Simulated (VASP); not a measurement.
Set up this calculation in VASP 6.6.1, as the native input.

```
Task                   : single point
Functional             : PBE
Dispersion             : D4
Potentials or basis    : VASP PAW PBE potentials, release 64 (Zr_sv, B)
Cutoff                 : 520 eV
k mesh                 : 10 × 10 × 10
Occupations            : methfessel-paxton, width 0.1 eV
Spin                   : no spin polarisation
Dipole correction      : no
Further INCAR settings : ALGO = Normal; EDIFF = 1e-06; NBANDS = 14
```

The structure of ZrB lies in POSCAR:

```
ZrB
1.0
    0.0000000000      2.4725874939      2.4725874939
    2.4725874939      0.0000000000      2.4725874939
    2.4725874939      2.4725874939      0.0000000000
Zr B
1 1
Direct
    0.5000000000      0.5000000000      0.5000000000
    0.0000000000      0.0000000000      0.0000000000
```

The input as run:

INCAR

```
SYSTEM = ZrB
ALGO = Normal
EDIFF = 1E-6
ENCUT = 520
GGA = PE
ISIF = 2
ISMEAR = 1
IVDW = 13
LASPH = .TRUE.
LCHARG = .FALSE.
LREAL = .FALSE.
LWAVE = .FALSE.
NBANDS = 14
NELM = 60
PREC = Accurate
SIGMA = 0.1
```

KPOINTS

```
k-points
0
G
  10 10 10
  0 0 0
```

Potentials or basis: VASP PAW PBE potentials, release 64 (Zr_sv, B).

Run with:

```sh
$ cat potpaw_PBE.64/Zr_sv/POTCAR potpaw_PBE.64/B/POTCAR > POTCAR
$ mpirun -np 1 vasp_std > vasp.out
```

Results of the run:

- Pressure: -6.9 GPa
- Dispersion energy per atom: -0.259 eV

Caveat: pairwise dispersion overbinds metals, which lowers pressure and volume.

Run time: 37 s on 1 thread of Intel Xeon 8259CL, with other jobs on the host, peak memory 0.17 GiB.
